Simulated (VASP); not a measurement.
Here is a VASP 6.6.1 calculation.

INCAR

```
PREC = Accurate ; ENCUT = 520
EDIFF = 1E-7 ; ISMEAR = 0
SIGMA = 0.1 ; LREAL = F
LASPH = T ; NELM = 80
ALGO = Normal ; ISIF = 2
LWAVE = F ; LCHARG = F
LDIPOL = T ; IDIPOL = 3
DIPOL = 0.5 0.5 0.335 ; GGA = PE
IVDW = 12 ; NBANDS = 30
```

File KPOINTS:

```
Automatic mesh
0
Gamma
  6 6 1
```

File POSCAR:

```
In2Sb2Cl
1.0
    4.6293886023      0.0000000000      0.0000000000
   -2.3146943012      4.0091681336      0.0000000000
    0.0000000000      0.0000000000     22.0151773295
Sb In Cl
2 2 1
Direct
    0.0000000000      0.0000000000      0.1816928358
    0.3333333333      0.6666666667      0.3609342971
    0.3333333333      0.6666666667      0.2246164052
    0.6666666667      0.3333333333      0.3958713209
    0.6666666667      0.3333333333      0.5094293433
```

Potentials or basis: VASP PAW PBE potentials, release 64 (Sb, In_d, Cl).

The run is started by

```console
$ cat potpaw_PBE.64/Sb/POTCAR potpaw_PBE.64/In_d/POTCAR potpaw_PBE.64/Cl/POTCAR > POTCAR
$ mpirun -np 1 vasp_std > vasp.out
```

**Question.** What does it give for the dispersion energy per atom?

**Answer.** -0.208 eV.

**Question.** What does it give for the largest force?

**Answer.** 1.602 eV/Å.

Forces in eV/Å, atoms in the order of the input:
```
Sb   0.000  0.000 -0.001
Sb   0.000  0.000 -0.958
In   0.000  0.000  0.546
In   0.000  0.000  1.602
Cl   0.000  0.000 -1.190
```

Caveat: an odd number of electrons without spin polarisation forces a metal; a magnetic or distorted state may lie lower.
